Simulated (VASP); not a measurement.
# Nb (Im-3m) in VASP: a series of runs

Runs on Nb. Level: PBE. Tasks: single point.

Program: VASP 6.6.1. These are calculated values, not measurements. Logs are shortened: lines on timing, memory, paths and dates and some standing lists are left out, and cuts for length are marked.

## 1. The cell of the first run

The structure is cubic, space group Im-3m (No. 229). Conventional cell: a = 3.328 Å, b = 3.328 Å, c = 3.328 Å, α = 90.00°, β = 90.00°, γ = 90.00°. Within 3.8 Å of Nb (site symmetry m-3m) lie 14 Nb at 2.88 to 3.33 Å.

## 2. Single point, PBE

Contents of INCAR:

```
SYSTEM = Nb
ALGO = Normal ; EDIFF = 1E-6
ENCUT = 500 ; GGA = PE
GGA_COMPAT = .False. ; ISIF = 2
ISMEAR = -1 ; LASPH = .True.
LCHARG = .False. ; LREAL = .False.
LWAVE = .False. ; NBANDS = 12
NELM = 120 ; PREC = Accurate
SIGMA = 0.1
```

Contents of KPOINTS:

```
k-points
0
Gamma
  14 14 14
  0 0 0
```

Contents of POSCAR:

```
Nb
1.0
   -1.6639500000      1.6639500000      1.6639500000
    1.6639500000     -1.6639500000      1.6639500000
    1.6639500000      1.6639500000     -1.6639500000
Nb
1
Direct
    0.0000000000      0.0000000000      0.0000000000
```

Potentials or basis: VASP PAW PBE potentials, release 64 (Nb_sv).

Started as:

```bash
$ cat potpaw_PBE.64/Nb_sv/POTCAR > POTCAR
$ mpirun -np 1 vasp_std > vasp.out
```

OUTCAR:

```text
SYSTEM = Nb
   EDIFF = 1E-6
   ENCUT = 500
   GGA = PE
   ISIF = 2
   ISMEAR = -1
   LASPH = .True.
   LREAL = .False.
   NELM = 120
   PREC = Accurate

 ion  position               nearest neighbor table
   1  0.000  0.000  0.000-

  LATTYP: Found a body centered cubic cell.
 ALAT       =     3.3279000000

  Lattice vectors:

 A1 = (  -1.6639500000,   1.6639500000,   1.6639500000)
 A2 = (   1.6639500000,  -1.6639500000,   1.6639500000)
 A3 = (   1.6639500000,   1.6639500000,  -1.6639500000)

Analysis of symmetry for initial positions (statically):
=====================================================================
 Subroutine PRICEL returns:
 Original cell was already a primitive cell.

 Routine SETGRP: Setting up the symmetry group for a
 body centered cubic supercell.

 Subroutine GETGRP returns: Found 48 space group operations
 (whereof 48 operations were pure point group operations)
 out of a pool of 48 trial point group operations.

The static configuration has the point symmetry O_h .

Analysis of symmetry for dynamics (positions and initial velocities):
=====================================================================
 Subroutine PRICEL returns:
 Original cell was already a primitive cell.

 Routine SETGRP: Setting up the symmetry group for a
 body centered cubic supercell.

 Subroutine GETGRP returns: Found 48 space group operations
 (whereof 48 operations were pure point group operations)
 out of a pool of 48 trial point group operations.

The dynamic configuration has the point symmetry O_h .

 Subroutine INISYM returns: Found 48 space group operations
 (whereof 48 operations are pure point group operations),
 and found     1 'primitive' translations

----------------------------------------------------------------------------------------

                                     Primitive cell

  volume of cell :      18.4281

  direct lattice vectors                    reciprocal lattice vectors
    -1.663950000  1.663950000  1.663950000     0.000000000  0.300489798  0.300489798
     1.663950000 -1.663950000  1.663950000     0.300489798  0.000000000  0.300489798
     1.663950000  1.663950000 -1.663950000     0.300489798  0.300489798  0.000000000

  length of vectors
     2.882045941  2.882045941  2.882045941     0.424956748  0.424956748  0.424956748

  position of ions in fractional coordinates (direct lattice)
     0.000000000  0.000000000  0.000000000

  ion indices of the primitive-cell ions
   primitive index   ion index
                 1           1

----------------------------------------------------------------------------------------

 KPOINTS: k-points

Automatic generation of k-mesh.
 Grid dimensions read from file:
 generate k-points for:   14   14   14

 Generating k-lattice:

  Cartesian coordinates                     Fractional coordinates (reciprocal lattice)
     0.000000000  0.021463557  0.021463557     0.071428571  0.000000000  0.000000000
     0.021463557  0.000000000  0.021463557     0.000000000  0.071428571  0.000000000
     0.021463557  0.021463557  0.000000000     0.000000000  0.000000000  0.071428571

  Length of vectors
     0.030354053  0.030354053  0.030354053

  Shift w.r.t. Gamma in fractional coordinates (k-lattice)
     0.000000000  0.000000000  0.000000000

 Subroutine IBZKPT returns following result:
 ===========================================

 Found    104 irreducible k-points:

 Following reciprocal coordinates:
            Coordinates               Weight
  0.000000  0.000000  0.000000      1.000000
  0.071429  0.000000  0.000000     12.000000
  0.142857  0.000000  0.000000     12.000000
  0.214286  0.000000  0.000000     12.000000
  0.285714  0.000000  0.000000     12.000000
  0.357143  0.000000  0.000000     12.000000
[... 16 lines left out ...]
  0.285714  0.285714  0.000000     24.000000
  0.357143  0.285714 -0.000000     24.000000
 [... further k-points ...]
   k-points           NKPTS =    104   k-points in BZ     NKDIM =    104   number of bands    NBANDS=     12
   number of dos      NEDOS =    301   number of ions     NIONS =      1
   total plane-waves  NPLWV =  13824
   dimension x,y,z NGX =    24 NGY =   24 NGZ =   24
   dimension x,y,z NGXF=    48 NGYF=   48 NGZF=   48
   ions per type =               1
   NGX,Y,Z   is equivalent  to a cutoff of  13.84, 13.84, 13.84 a.u.
   NGXF,Y,Z  is equivalent  to a cutoff of  27.69, 27.69, 27.69 a.u.
 SYSTEM =  Nb
   PREC   = accura    normal or accurate (medium, high low for compatibility)
   ISTART =      0    job   : 0-new  1-cont  2-samecut
   ICHARG =      2    charge: 1-file 2-atom 10-const
   ISPIN  =      1    spin polarized calculation?
   LNONCOLLINEAR =      F non collinear calculations
   LSORBIT =      F    spin-orbit coupling
   LASPH  =      T    aspherical Exc in radial PAW
   ENCUT  =  500.0 eV  36.75 Ry    6.06 a.u.   5.25  5.25  5.25*2*pi/ulx,y,z
   NELM   =    120;   NELMIN=  2; NELMDL= -5     # of ELM steps
   EDIFF  = 0.1E-05   stopping-criterion for ELM
   LREAL  =      F    real-space projection
   EDIFFG = 0.1E-04   stopping-criterion for IOM
   NSW    =      0    number of steps for IOM
   IBRION =     -1    ionic relax: 0-MD 1-quasi-New 2-CG
   NFREE  =      0    steps in history (QN), initial steepest desc. (CG)
   ISIF   =      2    stress and relaxation
   ISYM   =      2    0-nonsym 1-usesym 2-fastsym
   POTIM  = 0.5000    time-step for ionic-motion
   TEBEG  =    0.0;   TEEND  =   0.0 temperature during run
   PSTRESS=    0.0 pullay stress
   NELECT =      13.0000    total number of electrons
   NUPDOWN=      -1.0000    fix difference up-down
   EMIN   =  10.00;   EMAX   =-10.00  energy-range for DOS
   EFERMI =   0.00;   METHOD = LEGACY
   ISMEAR =    -1;   SIGMA  =   0.10  broadening in eV -4-tet -1-fermi 0-gaus
   EFERMI_NEDOS =   21; number of points for ismear=-14 and -15
   IALGO  =     38    algorithm
   IMIX   =      4    mixing-type and parameters
     AMIX     =   0.40;   BMIX     =  1.00
     AMIX_MAG =   1.60;   BMIX_MAG =  1.00
  volume/ion in A,a.u.               =      18.43       124.36
  Fermi-wavevector in a.u.,A,eV,Ry     =   1.457345  2.753983 28.896790  2.123854
  Thomas-Fermi vector in A             =   2.574157
   LORBIT       =      0    0 simple, 1 ext, 2 COOP (PROOUT), +10 PAW based schemes
   GGA     = PE    functional components
   LHFCALC =     F    Hartree Fock is set to
   AEXX    =    0.0000 exact exchange contribution
   IVDW    =     0    specifies the selected vdW correction
   LEPSILON=     F    determine dielectric tensor
   LRPA    =     F    only Hartree local field effects (RPA)
 non-spin polarized calculation
  energy-cutoff  :      500.00
  volume of cell :       18.43
 maximum number of plane-waves:       476
 NGX is ok and might be reduce to    24
   NGX = 11   NGY = 11   NGZ = 11

 number of electron      12.9999999 magnetization

 Free energy of the ion-electron system (eV)
  ---------------------------------------------------
  ext. energy  EPLUGINS =         0.00000000
  ---------------------------------------------------
  free energy    TOTEN  =       -10.23669958 eV

  energy without entropy =      -10.18497295  energy(sigma->0) =      -10.21083627

 E-fermi :  10.8815     XC(G=0): -12.3830

 val. band max:       10.8656478945   @ k =   0.5000   0.5000   0.1429
 cond. band min:      10.8846213791   @ k =   0.2857   0.0714  -0.0000
 fundamental gap:      0.0189734846
 Fermi energy:        10.8815210255

 k-point     1 :       0.0000    0.0000    0.0000
  band No.  band energies     occupation
      1     -43.5376      2.00000
      2     -18.8821      2.00000
      3     -18.8821      2.00000
      4     -18.8821      2.00000
      5       4.9613      2.00000
      6      11.2342      0.05713
      7      11.2342      0.05713
      8      11.2342      0.05713
      9      14.0687      0.00000
     10      14.0687      0.00000
     11      25.0188      0.00000
     12      25.0188      0.00000

 k-point     2 :       0.0714    0.0000    0.0000
  band No.  band energies     occupation
      1     -43.5268      2.00000
      2     -18.9492      2.00000
      3     -18.9026      2.00000
      4     -18.8826      2.00000
      5       5.1663      2.00000
      6      11.1094      0.18573
      7      11.2033      0.07698
      8      11.4297      0.00829
      9      13.8823      0.00000
     10      14.0700      0.00000
     11      25.1825      0.00000
     12      25.3731      0.00000

 k-point     3 :       0.1429    0.0000    0.0000
  band No.  band energies     occupation
      1     -43.4963      2.00000
      2     -19.1346      2.00000
      3     -18.9596      2.00000
      4     -18.8840      2.00000
      5       5.7359      2.00000
      6      10.7811      1.46397
      7      11.0598      0.28798
      8      12.0034      0.00003
      9      13.5668      0.00000
     10      14.0883      0.00000
     11      25.5080      0.00000
     12      26.3860      0.00000
[... 286 lines left out ...]
 k-point    23 :       0.2857    0.2857    0.0000
  band No.  band energies     occupation
      1     -43.2944      2.00000
      2     -19.8980      2.00000
      3     -19.5624      2.00000
      4     -19.0327      2.00000
      5       8.6372      2.00000
      6       9.5944      1.99999
      7      10.4836      1.96329
      8      14.0496      0.00000
      9      14.8021      0.00000
     10      19.6024      0.00000
     11      21.4490      0.00000
     12      23.4117      0.00000

 k-point    24 :       0.3571    0.2857   -0.0000
  band No.  band energies     occupation
      1     -43.2874      2.00000
      2     -19.8503      2.00000
      3     -19.6564      2.00000
      4     -19.0392      2.00000
      5       8.6905      2.00000
      6       9.7385      1.99998
      7      10.3501      1.99021
      8      14.2715      0.00000
      9      14.7361      0.00000
     10      20.7151      0.00000
     11      20.8544      0.00000
     12      22.5170      0.00000

 [... further k-points ...]
[... 5 lines left out ...]
  --------------------------------------------------------------------------------------
  -------------------------------------------------------------------------------------
  Total       -0.2941274     -0.2941274     -0.2941274      0.0000000      0.0000000     -0.0000000
  in kB      -25.5720362    -25.5720362    -25.5720362      0.0000000      0.0000000     -0.0000000
  external PRESSURE =     -25.5720362 kB  Pullay stress =       0.0000000 kB

 VOLUME and BASIS-vectors are now :
 -----------------------------------------------------------------------------
  energy-cutoff  :      500.00
  volume of cell :       18.43
      direct lattice vectors                 reciprocal lattice vectors
    -1.663950000  1.663950000  1.663950000     0.000000000  0.300489798  0.300489798
     1.663950000 -1.663950000  1.663950000     0.300489798  0.000000000  0.300489798
     1.663950000  1.663950000 -1.663950000     0.300489798  0.300489798  0.000000000

 POSITION                                       TOTAL-FORCE (eV/Angst)
 -----------------------------------------------------------------------------------
      0.00000      0.00000      0.00000         0.000000     -0.000000     -0.000000
 -----------------------------------------------------------------------------------
    total drift:                               -0.000000      0.000000      0.000000

  FREE ENERGIE OF THE ION-ELECTRON SYSTEM (eV)
  ---------------------------------------------------
  free  energy   TOTEN  =       -10.2366995835 eV

  energy  without entropy=      -10.1849729466  energy(sigma->0) =      -10.21083627
```

Wall time 17 s (1 thread of AMD EPYC 7R13 (Zen 3), shared host); peak memory 0.12 GiB.

What came out:

```yaml
Free_energy: -10.2367 eV
Pressure: -2.6 GPa
Band_gap_on_the_k_mesh: zero (an odd number of electrons rules out a gap without spin polarisation)
```

## 3. Single point, PBE

Contents of INCAR:

```
PREC     = Accurate       # precision mode
ENCUT    = 500            # plane-wave cutoff, eV
EDIFF    = 1E-6           # SCF threshold, eV
ISMEAR   = -1             # smearing method
SIGMA    = 0.1            # smearing width, eV
LREAL    = False          # projectors in reciprocal space
LASPH    = True           # aspherical terms in the spheres
NELM     = 120            # most SCF steps
ALGO     = Normal         # electronic algorithm
ISIF     = 2              # what is computed and relaxed
LWAVE    = False          # write WAVECAR
LCHARG   = True           # write CHGCAR
GGA      = PE             # functional
LELF     = True           # ELF
LVHAR    = True         
NBANDS   = 12             # bands
GGA_COMPAT= False
```

Contents of KPOINTS:

```
regular mesh
0
Gamma
  14 14 14
```

POSCAR is that of step 2.

Potentials or basis: VASP PAW PBE potentials, release 64 (Nb_sv).

Started as:

```bash
$ cat potpaw_PBE.64/Nb_sv/POTCAR > POTCAR
$ mpirun -np 1 vasp_std > vasp.out
```

Run time: 18 s. Hardware: 1 thread of AMD EPYC 7R13 (Zen 3), shared host; peak memory 0.12 GiB.

Results (log left out):

```yaml
Free_energy: -10.2367 eV
Pressure: -2.6 GPa
Band_gap_on_the_k_mesh: zero (an odd number of electrons rules out a gap without spin polarisation)
```

Levels at points of the mesh, in eV from the Fermi level:
```
           k point  band 3  band 4  band 5  band 6  band 7  band 8  band 9  band 10
(0.00, 0.00, 0.00)  -29.76  -29.76   -5.92    0.35    0.35    0.35    3.19     3.19
(0.50, 0.00, 0.00)  -30.16  -29.77   -3.65   -1.61    2.15    3.20    3.87     6.17
(0.50, 0.50, 0.50)  -30.63  -30.63   -3.61   -3.61    5.43    5.43    5.43     8.86
```
